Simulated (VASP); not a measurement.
# PbS (Galena) (Imm2) in VASP: further runs, part 2 of 2

VASP 6.6.1. Earlier steps stand in the parts before.

### Step 3. Single point, PBEsol

The input, INCAR:

```
SYSTEM = PbS
PREC = Accurate
ENCUT = 520
EDIFF = 1E-6
ISMEAR = 0
SIGMA = 0.01
LREAL = .False.
LASPH = .True.
NELM = 100
ALGO = Normal
ISIF = 2
LWAVE = .False.
LCHARG = .False.
GGA = PS
NBANDS = 17
```

The input, KPOINTS:

```
Automatic mesh
0
Gamma
  5 5 5
  0 0 0
```

The input, POSCAR:

```
PbS
1.0
    0.0000000000      2.9657500000      2.9657500000
    2.9657500000      0.0000000000      2.9657500000
    2.9657500000      2.9657500000      0.0000000000
Pb S
1 1
Direct
    0.0000000000      0.0000000000      0.0000000000
    0.5450000000      0.5000000000      0.5000000000
```

Potentials or basis: VASP PAW PBE potentials, release 64 (Pb_d, S).

Started as:

```sh
$ cat potpaw_PBE.64/Pb_d/POTCAR potpaw_PBE.64/S/POTCAR > POTCAR
$ mpirun -np 1 vasp_std > vasp.out
```

OUTCAR:

```text
SYSTEM = PbS
   PREC = Accurate
   ENCUT = 520
   EDIFF = 1E-6
   ISMEAR = 0
   LREAL = .False.
   LASPH = .True.
   NELM = 100
   ISIF = 2
   GGA = PS

 ion  position               nearest neighbor table
   1  0.000  0.000  0.000-   2 2.84   2 2.84   2 2.97   2 2.97   2 3.10   2 3.10
   2  0.545  0.500  0.500-   1 2.84   1 2.84   1 2.97   1 2.97   1 3.10   1 3.10

  LATTYP: Found a face centered cubic cell.
 ALAT       =     5.9315000000

  Lattice vectors:

 A1 = (   0.0000000000,   2.9657500000,   2.9657500000)
 A2 = (   2.9657500000,   0.0000000000,   2.9657500000)
 A3 = (   2.9657500000,   2.9657500000,   0.0000000000)

Analysis of symmetry for initial positions (statically):
=====================================================================
 Subroutine PRICEL returns:
 Original cell was already a primitive cell.

 Routine SETGRP: Setting up the symmetry group for a
 face centered cubic supercell.

 Subroutine GETGRP returns: Found  4 space group operations
 (whereof  4 operations were pure point group operations)
 out of a pool of 48 trial point group operations.

The static configuration has the point symmetry C_2v.

Analysis of symmetry for dynamics (positions and initial velocities):
=====================================================================
 Subroutine PRICEL returns:
 Original cell was already a primitive cell.

 Routine SETGRP: Setting up the symmetry group for a
 face centered cubic supercell.

 Subroutine GETGRP returns: Found  4 space group operations
 (whereof  4 operations were pure point group operations)
 out of a pool of 48 trial point group operations.

The dynamic configuration has the point symmetry C_2v.

 Subroutine INISYM returns: Found  4 space group operations
 (whereof  4 operations are pure point group operations),
 and found     1 'primitive' translations

----------------------------------------------------------------------------------------

                                     Primitive cell

  volume of cell :      52.1715

  direct lattice vectors                    reciprocal lattice vectors
     0.000000000  2.965750000  2.965750000    -0.168591419  0.168591419  0.168591419
     2.965750000  0.000000000  2.965750000     0.168591419 -0.168591419  0.168591419
     2.965750000  2.965750000  0.000000000     0.168591419  0.168591419 -0.168591419

  length of vectors
     4.194203873  4.194203873  4.194203873     0.292008903  0.292008903  0.292008903

  position of ions in fractional coordinates (direct lattice)
     0.000000000  0.000000000  0.000000000
     0.545000000  0.500000000  0.500000000

  ion indices of the primitive-cell ions
   primitive index   ion index
                 1           1
                 2           2

----------------------------------------------------------------------------------------

 KPOINTS: Automatic mesh

Automatic generation of k-mesh.
 Grid dimensions read from file:
 generate k-points for:    5    5    5

 Generating k-lattice:

  Cartesian coordinates                     Fractional coordinates (reciprocal lattice)
    -0.033718284  0.033718284  0.033718284     0.200000000  0.000000000  0.000000000
     0.033718284 -0.033718284  0.033718284     0.000000000  0.200000000  0.000000000
     0.033718284  0.033718284 -0.033718284     0.000000000  0.000000000  0.200000000

  Length of vectors
     0.058401781  0.058401781  0.058401781

  Shift w.r.t. Gamma in fractional coordinates (k-lattice)
     0.000000000  0.000000000  0.000000000

 Subroutine IBZKPT returns following result:
 ===========================================

 Found     27 irreducible k-points:

 Following reciprocal coordinates:
            Coordinates               Weight
  0.000000  0.000000  0.000000      1.000000
  0.200000  0.000000  0.000000      4.000000
  0.000000  0.200000  0.000000      4.000000
  0.400000  0.000000  0.000000      4.000000
  0.000000  0.400000  0.000000      4.000000
  0.200000  0.200000  0.000000      4.000000
[... 16 lines left out ...]
  0.200000 -0.400000 -0.400000      2.000000
 -0.400000  0.400000  0.200000      4.000000
 [... further k-points ...]
   k-points           NKPTS =     27   k-points in BZ     NKDIM =     27   number of bands    NBANDS=     17
   number of dos      NEDOS =    301   number of ions     NIONS =      2
   total plane-waves  NPLWV =  32768
   dimension x,y,z NGX =    32 NGY =   32 NGZ =   32
   dimension x,y,z NGXF=    64 NGYF=   64 NGZF=   64
   ions per type =               1   1
   NGX,Y,Z   is equivalent  to a cutoff of  12.68, 12.68, 12.68 a.u.
   NGXF,Y,Z  is equivalent  to a cutoff of  25.37, 25.37, 25.37 a.u.
 SYSTEM =  PbS
   PREC   = accura    normal or accurate (medium, high low for compatibility)
   ISTART =      0    job   : 0-new  1-cont  2-samecut
   ICHARG =      2    charge: 1-file 2-atom 10-const
   ISPIN  =      1    spin polarized calculation?
   LNONCOLLINEAR =      F non collinear calculations
   LSORBIT =      F    spin-orbit coupling
   LASPH  =      T    aspherical Exc in radial PAW
   ENCUT  =  520.0 eV  38.22 Ry    6.18 a.u.   7.80  7.80  7.80*2*pi/ulx,y,z
   NELM   =    100;   NELMIN=  2; NELMDL= -5     # of ELM steps
   EDIFF  = 0.1E-05   stopping-criterion for ELM
   LREAL  =      F    real-space projection
   EDIFFG = 0.1E-04   stopping-criterion for IOM
   NSW    =      0    number of steps for IOM
   IBRION =     -1    ionic relax: 0-MD 1-quasi-New 2-CG
   NFREE  =      0    steps in history (QN), initial steepest desc. (CG)
   ISIF   =      2    stress and relaxation
   ISYM   =      2    0-nonsym 1-usesym 2-fastsym
   POTIM  = 0.5000    time-step for ionic-motion
   TEBEG  =    0.0;   TEEND  =   0.0 temperature during run
   PSTRESS=    0.0 pullay stress
   NELECT =      20.0000    total number of electrons
   NUPDOWN=      -1.0000    fix difference up-down
   EMIN   =  10.00;   EMAX   =-10.00  energy-range for DOS
   EFERMI =   0.00;   METHOD = LEGACY
   ISMEAR =     0;   SIGMA  =   0.01  broadening in eV -4-tet -1-fermi 0-gaus
   EFERMI_NEDOS =   21; number of points for ismear=-14 and -15
   IALGO  =     38    algorithm
   IMIX   =      4    mixing-type and parameters
     AMIX     =   0.40;   BMIX     =  1.00
     AMIX_MAG =   1.60;   BMIX_MAG =  1.00
  volume/ion in A,a.u.               =      26.09       176.04
  Fermi-wavevector in a.u.,A,eV,Ry     =   1.189251  2.247359 19.242973  1.414319
  Thomas-Fermi vector in A             =   2.325363
   LORBIT       =      0    0 simple, 1 ext, 2 COOP (PROOUT), +10 PAW based schemes
   GGA     = PS    functional components
   LHFCALC =     F    Hartree Fock is set to
   AEXX    =    0.0000 exact exchange contribution
   IVDW    =     0    specifies the selected vdW correction
   LEPSILON=     F    determine dielectric tensor
   LRPA    =     F    only Hartree local field effects (RPA)
 non-spin polarized calculation
 Gauss-broadening in eV      SIGMA  =   0.01
  energy-cutoff  :      520.00
  volume of cell :       52.17
 maximum number of plane-waves:      1422
   NGX = 15   NGY = 15   NGZ = 15

 number of electron      19.9999998 magnetization

 Free energy of the ion-electron system (eV)
  ---------------------------------------------------
  ext. energy  EPLUGINS =         0.00000000
  ---------------------------------------------------
  free energy    TOTEN  =        -9.46175694 eV

  energy without entropy =       -9.46175694  energy(sigma->0) =       -9.46175694

 E-fermi :   5.3159     XC(G=0):  -9.8842

 val. band max:        5.2602512493   @ k =   0.0000   0.4000   0.0000
 cond. band min:       6.5350459246   @ k =   0.0000   0.4000   0.0000
 fundamental gap:      1.2747946753
 Fermi energy:         5.3158762738

 k-point     1 :       0.0000    0.0000    0.0000
  band No.  band energies     occupation
      1     -11.0471      2.00000
      2     -11.0426      2.00000
      3     -11.0415      2.00000
      4     -11.0353      2.00000
      5     -11.0352      2.00000
      6      -7.9689      2.00000
[... 9 lines left out ...]
     16      12.5990      0.00000
     17      14.1413      0.00000

 k-point     2 :       0.2000    0.0000    0.0000
  band No.  band energies     occupation
      1     -11.0491      2.00000
      2     -11.0477      2.00000
      3     -11.0437      2.00000
      4     -11.0253      2.00000
      5     -11.0246      2.00000
      6      -7.6362      2.00000
[... 9 lines left out ...]
     16      13.2264      0.00000
     17      16.5419      0.00000
[... 421 lines left out ...]
 k-point    24 :      -0.4000    0.4000    0.2000
  band No.  band energies     occupation
      1     -11.1408      2.00000
      2     -11.0409      2.00000
      3     -11.0360      2.00000
      4     -11.0079      2.00000
      5     -10.9878      2.00000
      6      -6.3799      2.00000
[... 9 lines left out ...]
     16      17.1874      0.00000
     17      17.2819      0.00000

 [... further k-points ...]
[... 5 lines left out ...]
  --------------------------------------------------------------------------------------
  -------------------------------------------------------------------------------------
  Total       -0.3487722     -0.1088496     -0.1088496      0.0000000      0.0463231      0.0000000
  in kB      -10.7107234     -3.3427493     -3.3427493      0.0000000      1.4225726      0.0000000
  external PRESSURE =      -5.7987407 kB  Pullay stress =       0.0000000 kB

 VOLUME and BASIS-vectors are now :
 -----------------------------------------------------------------------------
  energy-cutoff  :      520.00
  volume of cell :       52.17
      direct lattice vectors                 reciprocal lattice vectors
     0.000000000  2.965750000  2.965750000    -0.168591419  0.168591419  0.168591419
     2.965750000  0.000000000  2.965750000     0.168591419 -0.168591419  0.168591419
     2.965750000  2.965750000  0.000000000     0.168591419  0.168591419 -0.168591419

 POSITION                                       TOTAL-FORCE (eV/Angst)
 -----------------------------------------------------------------------------------
      0.00000      0.00000      0.00000         0.000000      0.086871      0.086871
      2.96575      3.09921      3.09921        -0.000000     -0.086871     -0.086871
 -----------------------------------------------------------------------------------
    total drift:                                0.000000      0.000692      0.000692

  FREE ENERGIE OF THE ION-ELECTRON SYSTEM (eV)
  ---------------------------------------------------
  free  energy   TOTEN  =        -9.4617569439 eV

  energy  without entropy=       -9.4617569439  energy(sigma->0) =       -9.46175694
```

OSZICAR:

```text
N       E                     dE             d eps       ncg     rms          rms(c)
DAV:   1     0.157294519202E+03    0.15729E+03   -0.97830E+03   918   0.123E+03
DAV:   2     0.213450115849E+01   -0.15516E+03   -0.14972E+03   970   0.317E+02
DAV:   3    -0.956484984285E+01   -0.11699E+02   -0.11609E+02  1215   0.914E+01
DAV:   4    -0.984263740945E+01   -0.27779E+00   -0.27755E+00  1153   0.154E+01
DAV:   5    -0.985339092197E+01   -0.10754E-01   -0.10752E-01  1379   0.295E+00    0.459E+00
DAV:   6    -0.946526266496E+01    0.38813E+00   -0.11209E+00  1462   0.766E+00    0.313E+00
DAV:   7    -0.946227415901E+01    0.29885E-02   -0.10904E-01  1146   0.172E+00    0.167E+00
DAV:   8    -0.946195174117E+01    0.32242E-03   -0.11199E-02  1077   0.102E+00    0.124E-01
DAV:   9    -0.946168502249E+01    0.26672E-03   -0.20250E-03  1491   0.341E-01    0.777E-02
DAV:  10    -0.946175461556E+01   -0.69593E-04   -0.18846E-04  1105   0.797E-02    0.276E-02
DAV:  11    -0.946175695029E+01   -0.23347E-05   -0.14108E-05  1298   0.378E-02    0.114E-02
DAV:  12    -0.946175694395E+01    0.63462E-08   -0.95594E-07   843   0.810E-03
   1 F= -.94617569E+01 E0= -.94617569E+01  d E =-.658994E-17
```

Wall time 12 s (1 thread of AMD EPYC 9R45 (Zen 5), shared host); peak memory 0.15 GiB.

What came out:

```
Free energy            : -9.4618 eV
Pressure               : -0.6 GPa
Largest force          : 0.123 eV/Å
Band gap on the k mesh : 1.27 eV, direct
```

Forces on the atoms (eV/Å):
```
Pb   0.000  0.087  0.087
S    0.000 -0.087 -0.087
```

Caveat: the PAW data sets were made with another functional, which shifts forces and pressure a little; spin-orbit coupling is left out, which moves the levels of the heavy elements. A k mesh can miss the band edges.
